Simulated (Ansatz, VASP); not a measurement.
## AlCo: VASP beside Ansatz

```
Co Al
1.0
     2.81940    0.00000    0.00000
     0.00000    2.81940    0.00000
     0.00000    0.00000    2.81940
Co Al
1 1
Direct
  0.50000 0.50000 0.50000
  0.00000 0.00000 0.00000
```

Alike in both runs: task single point; functional PBEsol; k mesh 8 × 8 × 8; occupations fermi-dirac, width 0.05 eV; collinear spin; fixed moment 1.5 μB.

|  | VASP | Ansatz |
| --- | --- | --- |
| version | VASP 6.6.1 | Ansatz 0.2.0 |
| potentials or method | VASP PAW PBE potentials, release 64 (Co_sv, Al) | Ansatz PAW |
| plane-wave cutoff (eV) | 600 | 420 |
| valence electrons in the cell | 20 | 20 |

|  | VASP | Ansatz | Ansatz less VASP |
| --- | --- | --- | --- |
| pressure (GPa) | 11.1 | 12.6 | +1.42 |
| net moment per atom (μB) | 0.75 | 0.75 | 0.000 |
| size of the moment on the site where the two differ most (μB) | 1.34 | 1.38 | +0.040 |

VASP's potentials were made for PBE, not for PBEsol. Site moments also hang on the region over which each program counts them. The functional is the same, so the differences come from potentials, cutoffs and numerics.
